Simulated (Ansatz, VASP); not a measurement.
**F in VASP and in Ansatz**

INCAR

```
SYSTEM = F
  PREC = Accurate
  ENCUT = 520
  EDIFF = 1E-7
  ISMEAR = -1
  SIGMA = 0.1
  LREAL = .FALSE.
  LASPH = .TRUE.
  NELM = 100
  ALGO = Normal
  ISIF = 2
  LWAVE = .FALSE.
  LCHARG = .FALSE.
  GGA = PS
  NBANDS = 14
```

KPOINTS

```
Automatic mesh
0
G
  18 18 10
  0 0 0
```

Contents of POSCAR:

```
F
1.0
    2.5131615857      0.0000000000      0.0000000000
   -1.2565807929      2.1764617770      0.0000000000
    0.0000000000      0.0000000000      2.8680561719
F
2
Direct
    0.3333333333      0.6666666667      0.2500000000
    0.6666666667      0.3333333333      0.7500000000
```

Input for Ansatz:

```yaml
crystal:
  lattice:
    - [2.5131615857, 0.0, 0.0]
    - [-1.2565807929, 2.176461777, 0.0]
    - [0.0, 0.0, 2.8680561719]
  atoms:
    - { symbol: F, position: [0.3333333333, 0.6666666667, 0.25] }
    - { symbol: F, position: [0.6666666667, 0.3333333333, 0.75] }
kpoints:
  mp_grid: { grid: [18, 18, 10] }
scf:
  occupations: { method: fermi_dirac, width: 0.1 }
hamiltonian:
  xc: pbesol
  pseudopotentials: { kind: all_electron, lapw: { basis_error: 0.001 } }
output:
  forces: true
  stress: true
  eigenvalues: true
  populations: true
```

Change from the starting cell: volume scaled by 0.8, LAPW.

Alike in both runs: task single point; functional PBEsol; k mesh 18 × 18 × 10; occupations fermi-dirac, width 0.1 eV; no spin polarisation.

|  | VASP | Ansatz |
| --- | --- | --- |
| version | VASP 6.6.1 | Ansatz 0.2.0 |
| potentials or method | VASP PAW PBE potentials, release 64 (F), cutoff 520 eV | all-electron LAPW, scalar-relativistic |

```tsv
	VASP	Ansatz	Ansatz less VASP
pressure (GPa)	22.7	23.6	+0.91
traceless stress, the component that is largest in VASP (GPa)	0.07	0.01	-0.061
```

VASP's potentials were made for PBE, not for PBEsol. Ansatz ran all-electron here, and VASP with PAW potentials.
